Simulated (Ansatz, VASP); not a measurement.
BAs: VASP beside Ansatz

```
B As
1.0
     0.00000    2.75732    1.79226
     2.75732    0.00000    1.79226
     2.75732    2.75732    0.00000
B As
1 1
Direct
  0.00000 0.00000 0.00000
  0.75000 0.75000 0.75000
```

Alike in both runs: task single point; functional r2SCAN; k mesh 12 × 12 × 12; occupations gaussian, width 0.05 eV; no spin polarisation.

|  | VASP | Ansatz |
| --- | --- | --- |
| version | VASP 6.6.1 | Ansatz 0.2.0 |
| potentials or method | VASP PAW PBE potentials, release 64 (B, As), cutoff 520 eV | scalar-relativistic, plane waves, PAW |
| valence electrons in the cell | 8 | 18 |

```tsv
	VASP	Ansatz	Ansatz less VASP
gap on the k mesh at the Fermi level (eV)	none	none	-
pressure (GPa)	-4.0	-4.0	-0.09
traceless stress, the component that is largest in VASP (GPa)	22.97	23.03	+0.059
```

VASP's potentials were made for PBE, not for r2SCAN. A gap of «none» marks a metal or a gap that the smearing closes. With one functional, cell and mesh, what is left measures potentials, basis and numerics. VASP's potentials hold 8 valence electrons a cell and Ansatz's 18, so a difference there can come from the potentials and not from the codes.
